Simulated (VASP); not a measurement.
Here is a VASP 6.6.1 calculation.

Contents of INCAR:

```
PREC     = Accurate       # precision mode
ENCUT    = 520            # plane-wave cutoff, eV
EDIFF    = 1E-6           # SCF threshold, eV
ISMEAR   = 0              # smearing method
SIGMA    = 0.15           # smearing width, eV
LREAL    = F              # projectors in reciprocal space
LASPH    = T              # aspherical terms in the spheres
NELM     = 100            # most SCF steps
ALGO     = Fast           # electronic algorithm
ISIF     = 2              # what is computed and relaxed
LWAVE    = F              # write WAVECAR
LCHARG   = T              # write CHGCAR
GGA      = PE             # functional
LELF     = T              # ELF
LVHAR    = T            
NBANDS   = 21             # bands
```

KPOINTS

```
Automatic mesh
0
Gamma
  16 16 16
```

Contents of POSCAR:

```
Sn
1.0
    0.0000000000      3.3281477812      3.3281477812
    3.5278366481      0.0000000000      3.3281477812
    3.5278366481      3.3281477812      0.0000000000
Sn
2
Direct
    0.5000000000      0.5000000000      0.5000000000
    0.7500000000      0.7500000000      0.7500000000
```

Potentials or basis: VASP PAW PBE potentials, release 64 (Sn_d).

Run with:

```sh
$ cat potpaw_PBE.64/Sn_d/POTCAR > POTCAR
$ mpirun -np 1 vasp_std > vasp.out
```

Problem. What does it give for the pressure?

Solution. -1.9 GPa.

Problem. Predict the band gap on the k mesh.

Solution. Zero (band 14 reaches 4.53 eV, above the bottom of band 15 at 4.05 eV).

Stress tensor (GPa, compression positive):
```
-3.03  0.00  0.00
 0.00 -1.31  0.00
 0.00  0.00 -1.31
```

Caveat: the cell differs from its parent crystal (strain +0.0600 x Voigt [1, 0, 0, 0, 0, 0]); spin-orbit coupling is left out, which moves the levels of the heavy elements.
